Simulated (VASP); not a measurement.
Runs of VASP 6.6.1 on SnO2. It takes space group P6_3/mmc (No. 194, hexagonal). The conventional cell has a = 3.231 Å, b = 3.231 Å, c = 10.791 Å, α = 90.00°, β = 90.00°, γ = 120.00°. Within 2.8 Å of Sn (site symmetry -3m) lie 6 O at 2.12 Å. Within 2.8 Å of O (site symmetry 3m) lie 3 Sn at 2.12 Å and 3 O at 2.76 Å. 

```tsv
k mesh	gap on the mesh (eV)	pressure (GPa)	largest force (eV/Å)
6 × 6 × 2	2.07	-5.3	0.33
4 × 4 × 1	2.04	-5.3	0.34
8 × 8 × 2	2.05	-5.3	0.33
3 × 3 × 1	(b)	(a)	0.39
```

Alike in all rows: task single point; level PBEsol+D3(BJ); potentials or basis VASP PAW PBE potentials, release 64 (Sn_d, O); no spin polarisation; cell as given; cutoff (eV) 520; smearing gaussian 0.01 eV.

Q: Estimate the missing entries.

A: (a) -5.0; (b) 2.11.

Caveats: some runs use coarse meshes; the PAW data sets were made with another functional, which shifts forces and pressure a little; spin-orbit coupling is left out, which moves the levels of the heavy elements; the cell stands under tension (at least some runs); an odd mesh through Γ misses points on the zone boundary, where band edges can lie (at least some runs).

A k mesh can miss the band edges, and the runs leave out spin-orbit coupling on Sn.
